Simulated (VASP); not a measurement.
# Pt (Fm-3m) in VASP: a series of runs

Runs on Pt. Level: PBEsol. Tasks: single point.

Program: VASP 6.6.1. These are calculated values, not measurements. Logs are shortened: lines on timing, memory, paths and dates and some standing lists are left out, and cuts for length are marked.

## Step 1: The cell of the first run

The structure is cubic, space group Fm-3m (No. 225). The conventional cell has a = 3.667 Å, b = 3.667 Å, c = 3.667 Å, α = 90.00°, β = 90.00°, γ = 90.00°. Within 3.4 Å of Pt (site symmetry m-3m) lie 12 Pt at 2.59 Å.

## Step 2: Single point, PBEsol, collinear spin (12.33 Å³/atom)

INCAR reads:

```
SYSTEM = Pt
PREC = Accurate
ENCUT = 520
EDIFF = 1E-7
ISMEAR = 0
SIGMA = 0.15
LREAL = .False.
LASPH = .True.
NELM = 150
ALGO = Normal
ISIF = 2
LWAVE = .False.
LCHARG = .False.
ISPIN = 2
MAGMOM = 0.1
LORBIT = 11
NUPDOWN = 0.1
LMAXMIX = 4
GGA = PS
NBANDS = 15
```

KPOINTS reads:

```
Automatic mesh
0
Gamma
  22 22 22
  0 0 0
```

POSCAR reads:

```
Pt
1.0
    0.0000000000      1.8335775616      1.8335775616
    1.8335775616      0.0000000000      1.8335775616
    1.8335775616      1.8335775616      0.0000000000
Pt
1
Direct
    0.0000000000      0.0000000000      0.0000000000
```

Potentials or basis: VASP PAW PBE potentials, release 64 (Pt).

On the command line:

```console
$ cat potpaw_PBE.64/Pt/POTCAR > POTCAR
$ mpirun -np 1 vasp_std > vasp.out
```

OUTCAR:

```text
SYSTEM = Pt
   PREC = Accurate
   ENCUT = 520
   EDIFF = 1E-7
   ISMEAR = 0
   LREAL = .False.
   LASPH = .True.
   NELM = 150
   ISIF = 2
   ISPIN = 2
   LORBIT = 11
   NUPDOWN = 0.1
   GGA = PS

 ion  position               nearest neighbor table
   1  0.000  0.000  0.000-

  LATTYP: Found a face centered cubic cell.
 ALAT       =     3.6671551232

  Lattice vectors:

 A1 = (   0.0000000000,   1.8335775616,   1.8335775616)
 A2 = (   1.8335775616,   0.0000000000,   1.8335775616)
 A3 = (   1.8335775616,   1.8335775616,   0.0000000000)

Analysis of symmetry for initial positions (statically):
=====================================================================
 Subroutine PRICEL returns:
 Original cell was already a primitive cell.

 Routine SETGRP: Setting up the symmetry group for a
 face centered cubic supercell.

 Subroutine GETGRP returns: Found 48 space group operations
 (whereof 48 operations were pure point group operations)
 out of a pool of 48 trial point group operations.

The static configuration has the point symmetry O_h .

Analysis of symmetry for dynamics (positions and initial velocities):
=====================================================================
 Subroutine PRICEL returns:
 Original cell was already a primitive cell.

 Routine SETGRP: Setting up the symmetry group for a
 face centered cubic supercell.

 Subroutine GETGRP returns: Found 48 space group operations
 (whereof 48 operations were pure point group operations)
 out of a pool of 48 trial point group operations.

The dynamic configuration has the point symmetry O_h .

Analysis of structural, dynamic, and magnetic symmetry:
=====================================================================
 Subroutine PRICEL returns:
 Original cell was already a primitive cell.

 Routine SETGRP: Setting up the symmetry group for a
 face centered cubic supercell.

 Subroutine GETGRP returns: Found 48 space group operations
 (whereof 48 operations were pure point group operations)
 out of a pool of 48 trial point group operations.

The overall configuration has the point symmetry O_h .

 Subroutine INISYM returns: Found 48 space group operations
 (whereof 48 operations are pure point group operations),
 and found     1 'primitive' translations

----------------------------------------------------------------------------------------

                                     Primitive cell

  volume of cell :      12.3290

  direct lattice vectors                    reciprocal lattice vectors
     0.000000000  1.833577562  1.833577562    -0.272690946  0.272690946  0.272690946
     1.833577562  0.000000000  1.833577562     0.272690946 -0.272690946  0.272690946
     1.833577562  1.833577562  0.000000000     0.272690946  0.272690946 -0.272690946
[... 121 lines left out ...]

 number of electron       9.9999999 magnetization       0.1000000

 Free energy of the ion-electron system (eV)
  ---------------------------------------------------
  ext. energy  EPLUGINS =         0.00000000
  ---------------------------------------------------
  free energy    TOTEN  =        -6.31063184 eV

  energy without entropy =       -6.29658034  energy(sigma->0) =       -6.30360609

 E-fermi :  15.4142     XC(G=0): -14.8436

 val. band max:       15.4993748224   @ k =   0.4545   0.0909   0.0000
 cond. band min:      15.4183077822   @ k =  -0.4091   0.3182   0.0455
 fundamental gap:     -0.0810670402
 Fermi energy:        15.4994772148

 spin component 1

 k-point     1 :       0.0000    0.0000    0.0000
  band No.  band energies     occupation
      1       2.6516      1.00000
      2      10.1478      1.00000
      3      10.1478      1.00000
      4      10.1478      1.00000
      5      13.1719      1.00000
      6      13.1719      1.00000
      7      29.1982      0.00000
      8      35.3540      0.00000
      9      35.3540      0.00000
     10      35.3540      0.00000
     11      41.4400      0.00000
     12      47.2174      0.00000
     13      47.2174      0.00000
     14      47.2174      0.00000
[... 403 lines left out ...]
      4      13.3848      1.00000
      5      15.3644      0.89859
      6      16.0825      0.00000
      7      23.1843      0.00000
      8      29.0879      0.00000
      9      35.4299      0.00000
     10      35.8715      0.00000
     11      46.7134      0.00000
     12      47.3697      0.00000
     13      47.4117      0.00000
     14      47.5127      0.00000
     15      47.5479      0.00000

 [... further k-points ...]

 spin component 2

 k-point     1 :       0.0000    0.0000    0.0000
  band No.  band energies     occupation
      1       2.6706      1.00000
      2      10.2153      1.00000
      3      10.2153      1.00000
      4      10.2153      1.00000
      5      13.2362      1.00000
      6      13.2362      1.00000
      7      29.2169      0.00000
      8      35.3712      0.00000
      9      35.3712      0.00000
     10      35.3712      0.00000
     11      41.4435      0.00000
     12      47.3341      0.00000
     13      47.3341      0.00000
     14      47.3341      0.00000
[... 403 lines left out ...]
      4      13.4108      1.00000
      5      15.4391      0.40707
      6      16.1449      0.00000
      7      23.2406      0.00000
      8      29.1029      0.00000
      9      35.4574      0.00000
     10      35.8991      0.00000
     11      46.7464      0.00000
     12      47.4852      0.00000
     13      47.5263      0.00000
     14      47.5708      0.00000
     15      47.6180      0.00000

 [... further k-points ...]
[... 5 lines left out ...]
  --------------------------------------------------------------------------------------
  -------------------------------------------------------------------------------------
  Total        7.4378108      7.4378108      7.4378108      0.0000000      0.0000000      0.0000000
  in kB      966.5578612    966.5578612    966.5578612      0.0000000      0.0000000      0.0000000
  external PRESSURE =     966.5578612 kB  Pullay stress =       0.0000000 kB

 VOLUME and BASIS-vectors are now :
 -----------------------------------------------------------------------------
  energy-cutoff  :      520.00
  volume of cell :       12.33
      direct lattice vectors                 reciprocal lattice vectors
     0.000000000  1.833577562  1.833577562    -0.272690946  0.272690946  0.272690946
     1.833577562  0.000000000  1.833577562     0.272690946 -0.272690946  0.272690946
     1.833577562  1.833577562  0.000000000     0.272690946  0.272690946 -0.272690946

 POSITION                                       TOTAL-FORCE (eV/Angst)
 -----------------------------------------------------------------------------------
      0.00000      0.00000      0.00000         0.000000      0.000000      0.000000
 -----------------------------------------------------------------------------------
    total drift:                                0.000000     -0.000000     -0.000000

  FREE ENERGIE OF THE ION-ELECTRON SYSTEM (eV)
  ---------------------------------------------------
  free  energy   TOTEN  =        -6.3106318440 eV

  energy  without entropy=       -6.2965803356  energy(sigma->0) =       -6.30360609

 total charge

# of ion       s       p       d       tot
------------------------------------------
    1        0.762   0.919   8.289   9.970

 magnetization (x)

# of ion       s       p       d       tot
------------------------------------------
    1       -0.000  -0.001   0.098   0.097
```

OSZICAR:

```text
N       E                     dE             d eps       ncg     rms          rms(c)
DAV:   1     0.456507988219E+02    0.45651E+02   -0.48190E+03 19790   0.598E+02
DAV:   2    -0.590402298754E+01   -0.51555E+02   -0.49373E+02 27443   0.166E+02
DAV:   3    -0.670723294979E+01   -0.80321E+00   -0.80129E+00 25406   0.183E+01
DAV:   4    -0.670884469609E+01   -0.16117E-02   -0.16115E-02 23956   0.964E-01
DAV:   5    -0.670885015989E+01   -0.54638E-05   -0.54628E-05 25220   0.457E-02    0.241E+01
DAV:   6    -0.639380269531E+01    0.31505E+00   -0.40694E-01 28101   0.422E+00    0.130E+01
DAV:   7    -0.631624715376E+01    0.77556E-01   -0.19730E-01 28269   0.280E+00    0.262E+00
DAV:   8    -0.631135530096E+01    0.48919E-02   -0.48697E-03 22123   0.528E-01    0.113E+00
DAV:   9    -0.631063969699E+01    0.71560E-03   -0.16915E-03 27422   0.298E-01    0.171E-01
DAV:  10    -0.631062929216E+01    0.10405E-04   -0.29832E-05 23366   0.403E-02    0.939E-03
DAV:  11    -0.631063141141E+01   -0.21192E-05   -0.11847E-06 27009   0.634E-03    0.126E-02
DAV:  12    -0.631063178146E+01   -0.37006E-06   -0.22957E-07 25000   0.318E-03    0.337E-03
DAV:  13    -0.631063184401E+01   -0.62548E-07   -0.70412E-09 17582   0.633E-04
   1 F= -.63106318E+01 E0= -.63036061E+01  d E =-.140515E-01  mag=     0.1000
```

It took 98 s on 1 thread of Intel Xeon 8259CL, shared host; peak memory 0.21 GiB.

Results:

- Free energy: -6.3106 eV
- Pressure: 96.7 GPa
- Net moment: 0.10 μB per cell
- Site moments: Pt +0.10 μB
- Valence electrons inside the program's atomic spheres: Pt 9.97

Caveat: the cell stands under pressure; the PAW data sets were made with another functional, which shifts forces and pressure a little; spin-orbit coupling is left out, which moves the levels of the heavy elements; the total moment is fixed, so each spin has its own Fermi level.

## Step 3: Single point, PBEsol, collinear spin (12.33 Å³/atom)

INCAR reads:

```
SYSTEM = Pt
PREC = Accurate ; ENCUT = 520
EDIFF = 1E-6 ; ISMEAR = 0
SIGMA = 0.15 ; LREAL = .False.
LASPH = .True. ; NELM = 150
ALGO = Normal ; ISIF = 2
LWAVE = .False. ; LCHARG = .False.
ISPIN = 2 ; MAGMOM = 0.4
LORBIT = 11 ; NUPDOWN = 0.4
LMAXMIX = 4 ; GGA = PS
NBANDS = 15
```

KPOINTS is that of step 2.

POSCAR is that of step 2.

Potentials or basis: VASP PAW PBE potentials, release 64 (Pt).

On the command line:

```console
$ cat potpaw_PBE.64/Pt/POTCAR > POTCAR
$ mpirun -np 1 vasp_std > vasp.out
```

OUTCAR:

```text
SYSTEM = Pt
   PREC = Accurate
   ENCUT = 520
   EDIFF = 1E-6
   ISMEAR = 0
   LREAL = .False.
   LASPH = .True.
   NELM = 150
   ISIF = 2
   ISPIN = 2
   LORBIT = 11
   NUPDOWN = 0.4
   GGA = PS

 ion  position               nearest neighbor table
   1  0.000  0.000  0.000-

  LATTYP: Found a face centered cubic cell.
 ALAT       =     3.6671551232

  Lattice vectors:

[... 1067 lines left out ...]
     15      47.7831      0.00000

 [... further k-points ...]
[... 5 lines left out ...]
  --------------------------------------------------------------------------------------
  -------------------------------------------------------------------------------------
  Total        7.5462057      7.5462057      7.5462057      0.0000000      0.0000000     -0.0000000
  in kB      980.6439880    980.6439880    980.6439880      0.0000000      0.0000000     -0.0000000
  external PRESSURE =     980.6439880 kB  Pullay stress =       0.0000000 kB

 VOLUME and BASIS-vectors are now :
 -----------------------------------------------------------------------------
  energy-cutoff  :      520.00
  volume of cell :       12.33
      direct lattice vectors                 reciprocal lattice vectors
     0.000000000  1.833577562  1.833577562    -0.272690946  0.272690946  0.272690946
     1.833577562  0.000000000  1.833577562     0.272690946 -0.272690946  0.272690946
     1.833577562  1.833577562  0.000000000     0.272690946  0.272690946 -0.272690946

 POSITION                                       TOTAL-FORCE (eV/Angst)
 -----------------------------------------------------------------------------------
      0.00000      0.00000      0.00000         0.000000      0.000000      0.000000
 -----------------------------------------------------------------------------------
    total drift:                                0.000000     -0.000000     -0.000000

  FREE ENERGIE OF THE ION-ELECTRON SYSTEM (eV)
  ---------------------------------------------------
  free  energy   TOTEN  =        -6.2767175559 eV

  energy  without entropy=       -6.2644332558  energy(sigma->0) =       -6.27057541

 total charge

# of ion       s       p       d       tot
------------------------------------------
    1        0.762   0.920   8.289   9.971

 magnetization (x)

# of ion       s       p       d       tot
------------------------------------------
    1        0.001   0.000   0.388   0.389
```

OSZICAR:

```text
N       E                     dE             d eps       ncg     rms          rms(c)
DAV:   1     0.457494340648E+02    0.45749E+02   -0.48188E+03 19790   0.598E+02
DAV:   2    -0.585985574371E+01   -0.51609E+02   -0.49409E+02 27443   0.166E+02
DAV:   3    -0.666467236395E+01   -0.80482E+00   -0.80322E+00 25385   0.184E+01
DAV:   4    -0.666628597872E+01   -0.16136E-02   -0.16134E-02 23949   0.964E-01
DAV:   5    -0.666629146443E+01   -0.54857E-05   -0.54874E-05 25206   0.458E-02    0.245E+01
DAV:   6    -0.635969209761E+01    0.30660E+00   -0.41085E-01 28094   0.422E+00    0.133E+01
DAV:   7    -0.628239516913E+01    0.77297E-01   -0.17259E-01 28130   0.263E+00    0.475E+00
DAV:   8    -0.627900175909E+01    0.33934E-02   -0.21177E-03 23131   0.337E-01    0.142E+00
DAV:   9    -0.627669533603E+01    0.23064E-02   -0.46513E-03 26596   0.489E-01    0.170E-01
DAV:  10    -0.627671474047E+01   -0.19404E-04   -0.80269E-05 24790   0.631E-02    0.234E-02
DAV:  11    -0.627671662053E+01   -0.18801E-05   -0.19915E-06 24615   0.960E-03    0.712E-03
DAV:  12    -0.627671755585E+01   -0.93533E-06   -0.35893E-07 16889   0.295E-03
   1 F= -.62767176E+01 E0= -.62705754E+01  d E =-.122843E-01  mag=     0.4000
```

stdout:

```text
POSCAR found type information on POSCAR Pt
 POSCAR found :  1 types and       1 ions
 scaLAPACK will be used
 -----------------------------------------------------------------------------
|                                                                             |
|                                                                             |
|     You enforced a specific xc type in the INCAR file but a different       |
|     I HOPE YOU KNOW WHAT YOU ARE DOING!                                     |
|                                                                             |
 -----------------------------------------------------------------------------

 LDA part: xc-table for (Slater+PW92), standard interpolation
 POSCAR, INCAR and KPOINTS ok, starting setup
 FFT: planning ... GRIDC
 FFT: planning ... GRID_SOFT
 FFT: planning ... GRID
 WAVECAR not read
 entering main loop
```

Run time: 92 s. Hardware: 1 thread of Intel Xeon 8259CL, shared host; peak memory 0.21 GiB.

Results:

```yaml
Free_energy: -6.2767 eV
Pressure: 98.1 GPa
Net_moment: 0.40 μB per cell
Site_moments: Pt +0.39 μB
Valence_electrons_inside_the_program's_atomic_spheres: Pt 9.97
```

Caveat: the cell stands under pressure; the PAW data sets were made with another functional, which shifts forces and pressure a little; spin-orbit coupling is left out, which moves the levels of the heavy elements; the total moment is fixed, so each spin has its own Fermi level.

## Step 4: Single point, PBEsol, collinear spin (12.33 Å³/atom)

INCAR reads:

```
PREC = Accurate
ENCUT = 520
EDIFF = 1E-7
ISMEAR = 0
SIGMA = 0.15
LREAL = False
LASPH = True
NELM = 150
ALGO = Normal
ISIF = 2
LWAVE = False
LCHARG = False
ISPIN = 2
MAGMOM = 0.3
LORBIT = 11
NUPDOWN = 0.3
LMAXMIX = 4
GGA = PS
NBANDS = 15
```

KPOINTS reads:

```
regular mesh
0
Gamma
  22 22 22
```

POSCAR is that of step 3.

On the command line:

```console
$ cat potpaw_PBE.64/Pt/POTCAR > POTCAR
$ mpirun -np 1 vasp_std > vasp.out
```

Run time: 1.8 min. Hardware: 1 thread of Intel Xeon 8259CL, shared host; peak memory 0.21 GiB.

The run converged. Its results:

```yaml
Free_energy: -6.2929 eV
Pressure: 97.4 GPa
Net_moment: 0.30 μB per cell
Site_moments: Pt +0.29 μB
Valence_electrons_inside_the_program's_atomic_spheres: Pt 9.97
```

Caveat: the cell stands under pressure; the PAW data sets were made with another functional, which shifts forces and pressure a little; spin-orbit coupling is left out, which moves the levels of the heavy elements; the total moment is fixed, so each spin has its own Fermi level.

## Step 5: Overview

| fixed moment (μB) | pressure (GPa) | moment (μB) |
| --- | --- | --- |
| 0.1 | 96.7 | 0.10 |
| 0.4 | 98.1 | 0.40 |
| 0.3 | 97.4 | 0.30 |

Alike in all rows: task single point; level PBEsol; potentials or basis VASP PAW PBE potentials, release 64 (Pt); spin collinear; cell as given; k mesh 22 × 22 × 22; cutoff (eV) 520; smearing gaussian 0.15 eV.

Caveats: the cell stands under pressure; the PAW data sets were made with another functional, which shifts forces and pressure a little; spin-orbit coupling is left out, which moves the levels of the heavy elements; the total moment is fixed, so each spin has its own Fermi level.

Absolute energies hang on the potentials; compare differences alone.
